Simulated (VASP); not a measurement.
# Au (Fm-3m) in VASP: a series of runs

Au is run at these levels: r2SCAN; tasks: single point.

All numbers are computed with VASP 6.6.1; they aren't measurements. Logs are shortened: lines on timing, memory, paths and dates and some standing lists are left out, and cuts for length are marked.

**1. The cell of the first run**

The structure is cubic, space group Fm-3m (No. 225). The conventional cell has a = 4.040 Å, b = 4.040 Å, c = 4.040 Å, α = 90.00°, β = 90.00°, γ = 90.00°. Within 3.8 Å of Au (site symmetry m-3m) lie 12 Au at 2.86 Å.

**2. Single point, r2SCAN (volume scaled by 0.94)**

File POSCAR:

```
Au
1.0
    0.0000000000      2.0198976896      2.0198976896
    2.0198976896      0.0000000000      2.0198976896
    2.0198976896      2.0198976896      0.0000000000
Au
1
Direct
    0.0000000000      0.0000000000      0.0000000000
```

File INCAR.step1:

```
ALGO = Normal ; EDIFF = 1E-4
ENCUT = 520 ; GGA = PE
ISMEAR = -1 ; LASPH = True
LCHARG = False ; LREAL = False
LWAVE = True ; NBANDS = 12
NELM = 80 ; PREC = Accurate
SIGMA = 0.05
```

File INCAR.step2:

```
ALGO = Normal ; EDIFF = 1E-7
ENCUT = 520 ; ISIF = 2
ISMEAR = -1 ; ISTART = 1
LASPH = True ; LCHARG = False
LMIXTAU = True ; LREAL = False
LWAVE = False ; METAGGA = R2SCAN
NBANDS = 12 ; NELM = 80
PREC = Accurate ; SIGMA = 0.05
```

File KPOINTS:

```
k-points
0
Gamma
  16 16 16
```

Potentials or basis: VASP PAW PBE potentials, release 64 (Au).

The run is started by

```sh
$ cat potpaw_PBE.64/Au/POTCAR > POTCAR
$ cp INCAR.step1 INCAR
$ mpirun -np 1 vasp_std > vasp.out
$ cp INCAR.step2 INCAR
$ mpirun -np 1 vasp_std > vasp.out
```

OUTCAR:

```text
EDIFF = 1E-7
   ENCUT = 520
   ISIF = 2
   ISMEAR = -1
   ISTART = 1
   LASPH = True
   LREAL = False
   METAGGA = R2SCAN
   NELM = 80
   PREC = Accurate

 ion  position               nearest neighbor table
   1  0.000  0.000  0.000-

  LATTYP: Found a face centered cubic cell.
 ALAT       =     4.0397953792

  Lattice vectors:

 A1 = (   0.0000000000,   2.0198976896,   2.0198976896)
 A2 = (   2.0198976896,   0.0000000000,   2.0198976896)
 A3 = (   2.0198976896,   2.0198976896,   0.0000000000)

Analysis of symmetry for initial positions (statically):
=====================================================================
 Subroutine PRICEL returns:
 Original cell was already a primitive cell.

 Routine SETGRP: Setting up the symmetry group for a
 face centered cubic supercell.

 Subroutine GETGRP returns: Found 48 space group operations
 (whereof 48 operations were pure point group operations)
 out of a pool of 48 trial point group operations.

The static configuration has the point symmetry O_h .

Analysis of symmetry for dynamics (positions and initial velocities):
=====================================================================
 Subroutine PRICEL returns:
 Original cell was already a primitive cell.

 Routine SETGRP: Setting up the symmetry group for a
 face centered cubic supercell.

 Subroutine GETGRP returns: Found 48 space group operations
 (whereof 48 operations were pure point group operations)
 out of a pool of 48 trial point group operations.

The dynamic configuration has the point symmetry O_h .

 Subroutine INISYM returns: Found 48 space group operations
 (whereof 48 operations are pure point group operations),
 and found     1 'primitive' translations

----------------------------------------------------------------------------------------

                                     Primitive cell

  volume of cell :      16.4823

  direct lattice vectors                    reciprocal lattice vectors
     0.000000000  2.019897690  2.019897690    -0.247537290  0.247537290  0.247537290
     2.019897690  0.000000000  2.019897690     0.247537290 -0.247537290  0.247537290
     2.019897690  2.019897690  0.000000000     0.247537290  0.247537290 -0.247537290

  length of vectors
     2.856566707  2.856566707  2.856566707     0.428747163  0.428747163  0.428747163

  position of ions in fractional coordinates (direct lattice)
     0.000000000  0.000000000  0.000000000

  ion indices of the primitive-cell ions
   primitive index   ion index
                 1           1

----------------------------------------------------------------------------------------

 KPOINTS: k-points

Automatic generation of k-mesh.
 Grid dimensions read from file:
 generate k-points for:   16   16   16

 Generating k-lattice:

  Cartesian coordinates                     Fractional coordinates (reciprocal lattice)
    -0.015471081  0.015471081  0.015471081     0.062500000  0.000000000  0.000000000
     0.015471081 -0.015471081  0.015471081     0.000000000  0.062500000  0.000000000
     0.015471081  0.015471081 -0.015471081     0.000000000  0.000000000  0.062500000

  Length of vectors
     0.026796698  0.026796698  0.026796698

  Shift w.r.t. Gamma in fractional coordinates (k-lattice)
     0.000000000  0.000000000  0.000000000

 Subroutine IBZKPT returns following result:
 ===========================================

 Found    145 irreducible k-points:

 Following reciprocal coordinates:
            Coordinates               Weight
  0.000000  0.000000  0.000000      1.000000
  0.062500  0.000000  0.000000      8.000000
  0.125000  0.000000  0.000000      8.000000
  0.187500  0.000000  0.000000      8.000000
  0.250000  0.000000  0.000000      8.000000
  0.312500  0.000000  0.000000      8.000000
[... 16 lines left out ...]
 -0.125000  0.062500  0.000000     24.000000
 -0.062500  0.062500  0.000000     12.000000
 [... further k-points ...]
   k-points           NKPTS =    145   k-points in BZ     NKDIM =    145   number of bands    NBANDS=     12
   number of dos      NEDOS =    301   number of ions     NIONS =      1
   total plane-waves  NPLWV =  13824
   dimension x,y,z NGX =    24 NGY =   24 NGZ =   24
   dimension x,y,z NGXF=    48 NGYF=   48 NGZF=   48
   ions per type =               1
   NGX,Y,Z   is equivalent  to a cutoff of  13.97, 13.97, 13.97 a.u.
   NGXF,Y,Z  is equivalent  to a cutoff of  27.93, 27.93, 27.93 a.u.
 SYSTEM =  unknown system
   PREC   = accura    normal or accurate (medium, high low for compatibility)
   ISTART =      1    job   : 0-new  1-cont  2-samecut
   ICHARG =      0    charge: 1-file 2-atom 10-const
   ISPIN  =      1    spin polarized calculation?
   LNONCOLLINEAR =      F non collinear calculations
   LSORBIT =      F    spin-orbit coupling
   LASPH  =      T    aspherical Exc in radial PAW
   ENCUT  =  520.0 eV  38.22 Ry    6.18 a.u.   5.31  5.31  5.31*2*pi/ulx,y,z
   NELM   =     80;   NELMIN=  2; NELMDL=  0     # of ELM steps
   EDIFF  = 0.1E-06   stopping-criterion for ELM
   LREAL  =      F    real-space projection
   EDIFFG = 0.1E-05   stopping-criterion for IOM
   NSW    =      0    number of steps for IOM
   IBRION =     -1    ionic relax: 0-MD 1-quasi-New 2-CG
   NFREE  =      0    steps in history (QN), initial steepest desc. (CG)
   ISIF   =      2    stress and relaxation
   ISYM   =      2    0-nonsym 1-usesym 2-fastsym
   POTIM  = 0.5000    time-step for ionic-motion
   TEBEG  =    0.0;   TEEND  =   0.0 temperature during run
   PSTRESS=    0.0 pullay stress
   NELECT =      11.0000    total number of electrons
   NUPDOWN=      -1.0000    fix difference up-down
   EMIN   =  10.00;   EMAX   =-10.00  energy-range for DOS
   EFERMI =   0.00;   METHOD = LEGACY
   ISMEAR =    -1;   SIGMA  =   0.05  broadening in eV -4-tet -1-fermi 0-gaus
   EFERMI_NEDOS =   21; number of points for ismear=-14 and -15
   IALGO  =     38    algorithm
   IMIX   =      4    mixing-type and parameters
     AMIX     =   0.40;   BMIX     =  1.00
     AMIX_MAG =   1.60;   BMIX_MAG =  1.00
  volume/ion in A,a.u.               =      16.48       111.23
  Fermi-wavevector in a.u.,A,eV,Ry     =   1.430649  2.703534 27.847804  2.046756
  Thomas-Fermi vector in A             =   2.550471
   LORBIT       =      0    0 simple, 1 ext, 2 COOP (PROOUT), +10 PAW based schemes
   METAGGA = R2SCAN    functional components
   LHFCALC =     F    Hartree Fock is set to
   AEXX    =    0.0000 exact exchange contribution
   IVDW    =     0    specifies the selected vdW correction
   LEPSILON=     F    determine dielectric tensor
   LRPA    =     F    only Hartree local field effects (RPA)
 non-spin polarized calculation
  energy-cutoff  :      520.00
  volume of cell :       16.48
 maximum number of plane-waves:       459
 NGX is ok and might be reduce to    24
   NGX = 11   NGY = 11   NGZ = 11

 number of electron      10.9999999 magnetization

 Free energy of the ion-electron system (eV)
  ---------------------------------------------------
  ext. energy  EPLUGINS =         0.00000000
  ---------------------------------------------------
  free energy    TOTEN  =       -50.55815363 eV

  energy without entropy =      -50.55600983  energy(sigma->0) =      -50.55708173

 E-fermi :   9.8768     XC(G=0): -13.8690

 val. band max:        9.7865499128   @ k =   0.4375   0.4375   0.0000
 cond. band min:       9.8908589521   @ k =   0.5000   0.3125   0.1250
 fundamental gap:      0.1043090393
 Fermi energy:         9.8767690253

 k-point     1 :       0.0000    0.0000    0.0000
  band No.  band energies     occupation
      1      -0.5792      2.00000
      2       4.7526      2.00000
      3       4.7526      2.00000
      4       4.7526      2.00000
      5       6.3808      2.00000
      6       6.3808      2.00000
      7      25.1595      0.00000
      8      29.4683      0.00000
      9      29.4683      0.00000
     10      29.4683      0.00000
     11      34.8749      0.00000
     12      39.7080      0.00000

 k-point     2 :       0.0625    0.0000    0.0000
  band No.  band energies     occupation
      1      -0.4331      2.00000
      2       4.7043      2.00000
      3       4.8038      2.00000
      4       4.8038      2.00000
      5       6.3576      2.00000
      6       6.3576      2.00000
      7      25.3359      0.00000
      8      28.5774      0.00000
      9      29.6469      0.00000
     10      29.6469      0.00000
     11      35.6174      0.00000
     12      38.1165      0.00000

 k-point     3 :       0.1250    0.0000    0.0000
  band No.  band energies     occupation
      1      -0.0114      2.00000
      2       4.5896      2.00000
      3       4.9311      2.00000
      4       4.9312      2.00000
      5       6.3177      2.00000
      6       6.3177      2.00000
      7      25.6866      0.00000
      8      26.8239      0.00000
      9      30.1452      0.00000
     10      30.1452      0.00000
     11      34.8415      0.00000
     12      37.2325      0.00000

 k-point     4 :       0.1875    0.0000    0.0000
  band No.  band energies     occupation
      1       0.6225      2.00000
      2       4.5055      2.00000
      3       5.0476      2.00000
      4       5.0476      2.00000
      5       6.3540      2.00000
      6       6.3540      2.00000
      7      24.2922      0.00000
      8      26.4365      0.00000
      9      30.8118      0.00000
     10      30.8118      0.00000
     11      33.2799      0.00000
     12      35.4534      0.00000

 k-point     5 :       0.2500    0.0000    0.0000
  band No.  band energies     occupation
      1       1.3087      2.00000
      2       4.6474      2.00000
      3       5.0503      2.00000
      4       5.0503      2.00000
      5       6.5678      2.00000
      6       6.5678      2.00000
      7      21.8496      0.00000
      8      26.3615      0.00000
      9      31.1225      0.00000
     10      31.1225      0.00000
     11      32.9761      0.00000
     12      34.2752      0.00000
[... 228 lines left out ...]
      1       1.6278      2.00000
      2       4.6168      2.00000
      3       5.0517      2.00000
      4       5.0988      2.00000
      5       6.4084      2.00000
      6       7.0538      2.00000
      7      21.0611      0.00000
      8      26.1885      0.00000
      9      29.1304      0.00000
     10      32.1406      0.00000
     11      32.5997      0.00000
     12      33.9698      0.00000

 k-point    22 :      -0.1875    0.0625    0.0000
  band No.  band energies     occupation
      1       0.9798      2.00000
      2       4.4068      2.00000
      3       5.1035      2.00000
      4       5.1382      2.00000
      5       6.1479      2.00000
      6       6.6841      2.00000
      7      23.5824      0.00000
      8      26.4387      0.00000
      9      29.5499      0.00000
     10      31.9298      0.00000
     11      32.3199      0.00000
     12      35.1383      0.00000

 k-point    23 :      -0.1250    0.0625    0.0000
  band No.  band energies     occupation
      1       0.3051      2.00000
      2       4.4728      2.00000
      3       5.0238      2.00000
      4       5.0479      2.00000
      5       6.1328      2.00000
      6       6.4833      2.00000
      7      25.6698      0.00000
      8      26.3420      0.00000
      9      29.3011      0.00000
     10      31.1843      0.00000
     11      33.4576      0.00000
     12      36.7331      0.00000

 k-point    24 :      -0.0625    0.0625    0.0000
  band No.  band energies     occupation
      1      -0.1942      2.00000
      2       4.6104      2.00000
      3       4.8745      2.00000
      4       4.9132      2.00000
      5       6.2449      2.00000
      6       6.4089      2.00000
      7      25.6001      0.00000
      8      27.7192      0.00000
      9      29.2654      0.00000
     10      30.2601      0.00000
     11      35.4878      0.00000
     12      37.6147      0.00000

 [... further k-points ...]
[... 5 lines left out ...]
  --------------------------------------------------------------------------------------
  -------------------------------------------------------------------------------------
  Total        1.2299622      1.2299622      1.2299622      0.0000000     -0.0000000     -0.0000000
  in kB      119.5595438    119.5595438    119.5595438      0.0000000     -0.0000000     -0.0000000
  external PRESSURE =     119.5595438 kB  Pullay stress =       0.0000000 kB

 VOLUME and BASIS-vectors are now :
 -----------------------------------------------------------------------------
  energy-cutoff  :      520.00
  volume of cell :       16.48
      direct lattice vectors                 reciprocal lattice vectors
     0.000000000  2.019897690  2.019897690    -0.247537290  0.247537290  0.247537290
     2.019897690  0.000000000  2.019897690     0.247537290 -0.247537290  0.247537290
     2.019897690  2.019897690  0.000000000     0.247537290  0.247537290 -0.247537290

 POSITION                                       TOTAL-FORCE (eV/Angst)
 -----------------------------------------------------------------------------------
      0.00000      0.00000      0.00000        -0.000000     -0.000000     -0.000000
 -----------------------------------------------------------------------------------
    total drift:                               -0.000000      0.000000     -0.000000

  FREE ENERGIE OF THE ION-ELECTRON SYSTEM (eV)
  ---------------------------------------------------
  free  energy   TOTEN  =       -50.5581536276 eV

  energy  without entropy=      -50.5560098290  energy(sigma->0) =      -50.55708173
```

Run time: 1.9 min. Hardware: 1 thread of Intel Xeon 8259CL, shared host; peak memory 0.17 GiB.

What came out:

```
Free energy : -50.5582 eV
Pressure    : 12.0 GPa
```

Caveat: the cell differs from its parent crystal (volume scaled by 0.94); the PAW data sets were made with another functional, which shifts forces and pressure a little; spin-orbit coupling is left out, which moves the levels of the heavy elements.

**3. Single point, r2SCAN**

This run uses another cell than the first one, of 17.53 Å³/atom, 1.064 times its volume.

File POSCAR:

```
Au
1.0
    0.0000000000      2.0619909486      2.0619909486
    2.0619909486      0.0000000000      2.0619909486
    2.0619909486      2.0619909486      0.0000000000
Au
1
Direct
    0.0000000000      0.0000000000      0.0000000000
```

File INCAR.step1:

```
  ALGO = Normal
  EDIFF = 1E-4
  ENCUT = 520
  GGA = PE
  ISMEAR = -1
  LASPH = True
  LCHARG = False
  LREAL = False
  LWAVE = True
  NBANDS = 12
  NELM = 80
  PREC = Accurate
  SIGMA = 0.05
```

File INCAR.step2:

```
  ALGO = Normal
  EDIFF = 1E-7
  ENCUT = 520
  ISIF = 2
  ISMEAR = -1
  ISTART = 1
  LASPH = True
  LCHARG = False
  LMIXTAU = True
  LREAL = False
  LWAVE = False
  METAGGA = R2SCAN
  NBANDS = 12
  NELM = 80
  PREC = Accurate
  SIGMA = 0.05
```

KPOINTS is that of step 2.

Potentials or basis: VASP PAW PBE potentials, release 64 (Au).

The run is started by

```sh
$ cat potpaw_PBE.64/Au/POTCAR > POTCAR
$ cp INCAR.step1 INCAR
$ mpirun -np 1 vasp_std > vasp.out
$ cp INCAR.step2 INCAR
$ mpirun -np 1 vasp_std > vasp.out
```

It took 1.8 min on 1 thread of Intel Xeon 8259CL, shared host; peak memory 0.17 GiB.

It converged, with:

```yaml
Free_energy: -50.5963 eV
Pressure: 0.3 GPa
```

Levels at points of the mesh, in eV from the Fermi level:
| k point | band 4 | band 5 | band 6 | band 7 | band 8 | band 9 |
| --- | --- | --- | --- | --- | --- | --- |
| (0.00, 0.00, 0.00) | -4.75 | -3.29 | -3.29 | 15.40 | 19.32 | 19.32 |
| (0.50, 0.00, 0.00) | -2.10 | -2.10 | -0.62 | 3.06 | 14.88 | 17.74 |
| (0.50, 0.50, 0.00) | -1.78 | -1.78 | 1.32 | 5.82 | 10.48 | 10.48 |

Caveat: the PAW data sets were made with another functional, which shifts forces and pressure a little; spin-orbit coupling is left out, which moves the levels of the heavy elements.
